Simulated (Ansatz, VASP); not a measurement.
**ZrSi2 in VASP and in Ansatz**

File INCAR:

```
PREC = Accurate ; ENCUT = 520
EDIFF = 1E-7 ; ISMEAR = 0
SIGMA = 0.1 ; LREAL = F
LASPH = T ; NELM = 80
ALGO = Normal ; ISIF = 2
LWAVE = F ; LCHARG = T
GGA = PS ; LELF = T
LVHAR = T ; NBANDS = 52
```

File KPOINTS:

```
regular mesh
0
Gamma
  10 4 10
```

The input POSCAR:

```
ZrSi2
1.0
    3.6742585518      0.0000000000      0.0000000000
    0.0000000000     14.5658900546      0.0000000000
    0.0000000000      0.0000000000      3.6567655734
Zr Si
4 8
Direct
    0.0000000000      0.1047173982      0.2500000000
    0.5000000000      0.3952826018      0.7500000000
    0.5000000000      0.6047173982      0.2500000000
    0.0000000000      0.8952826018      0.7500000000
    0.0000000000      0.4460414966      0.2500000000
    0.5000000000      0.0539585034      0.7500000000
    0.5000000000      0.2497682101      0.2500000000
    0.0000000000      0.2502317899      0.7500000000
    0.5000000000      0.9460414966      0.2500000000
    0.0000000000      0.5539585034      0.7500000000
    0.0000000000      0.7497682101      0.2500000000
    0.5000000000      0.7502317899      0.7500000000
```

Input for Ansatz:

```yaml
crystal:
  lattice:
    - [3.6742585518, 0.0, 0.0]
    - [0.0, 14.5658900546, 0.0]
    - [0.0, 0.0, 3.6567655734]
  atoms:
    - { symbol: Zr, position: [0.0, 0.1047173982, 0.25] }
    - { symbol: Zr, position: [0.5, 0.3952826018, 0.75] }
    - { symbol: Zr, position: [0.5, 0.6047173982, 0.25] }
    - { symbol: Zr, position: [0.0, 0.8952826018, 0.75] }
    - { symbol: Si, position: [0.0, 0.4460414966, 0.25] }
    - { symbol: Si, position: [0.5, 0.0539585034, 0.75] }
    - { symbol: Si, position: [0.5, 0.2497682101, 0.25] }
    - { symbol: Si, position: [0.0, 0.2502317899, 0.75] }
    - { symbol: Si, position: [0.5, 0.9460414966, 0.25] }
    - { symbol: Si, position: [0.0, 0.5539585034, 0.75] }
    - { symbol: Si, position: [0.0, 0.7497682101, 0.25] }
    - { symbol: Si, position: [0.5, 0.7502317899, 0.75] }
basis:
  ecutwfc: 420
kpoints:
  mp_grid: { grid: [10, 4, 10] }
hamiltonian:
  xc: pbesol
scf:
  occupations: { method: gaussian, width: 0.1 }
output:
  forces: true
  stress: true
  eigenvalues: true
```

Alike in both runs: task single point; functional PBEsol; k mesh 10 × 4 × 10; occupations gaussian, width 0.1 eV; no spin polarisation.

```csv
,VASP,Ansatz
version,VASP 6.6.1,Ansatz 0.2.0
potentials or method,"VASP PAW PBE potentials, release 64 (Zr_sv, Si), cutoff 520 eV","scalar-relativistic, plane waves, PAW"
valence electrons in the cell,80,80
```

|  | VASP | Ansatz | Ansatz less VASP |
| --- | --- | --- | --- |
| gap on the k mesh at the Fermi level (eV) | none | none | - |
| pressure (GPa) | 0.2 | 0.0 | -0.18 |

VASP's potentials were made for PBE, not for PBEsol. A gap of «none» marks a metal or a gap that the smearing closes. With one functional, cell and mesh, what is left measures potentials, basis and numerics.
